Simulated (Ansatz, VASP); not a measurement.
Be in VASP and in Ansatz

```
Be
1.0
     2.26173    0.00000    0.00000
    -1.13087    1.95872    0.00000
     0.00000    0.00000    3.56927
Be
2
Direct
  0.33333 0.66667 0.25000
  0.66667 0.33333 0.75000
```

Alike in both runs: functional r2SCAN; k mesh 21 × 21 × 12; occupations gaussian, width 0.1 eV; no spin polarisation.

Ansatz relaxed the structure, and its values are those at the end. VASP's run is a single point on that final structure, the one shown.

|  | VASP | Ansatz |
| --- | --- | --- |
| version | VASP 6.6.1 | Ansatz 0.2.0 |
| potentials or method | VASP PAW PBE potentials, release 64 (Be), cutoff 520 eV | scalar-relativistic, plane waves, PAW |
| valence electrons in the cell | 4 | 4 |

VASP gave:

* gap on the k mesh at the Fermi level (eV): none
* pressure (GPa): 0.2

Q: What did Ansatz give for the same quantities?

A: gap on the k mesh at the Fermi level (eV): none; pressure (GPa): 0.0.

VASP's potentials were made for PBE, not for r2SCAN. A gap of «none» marks a metal or a gap that the smearing closes.
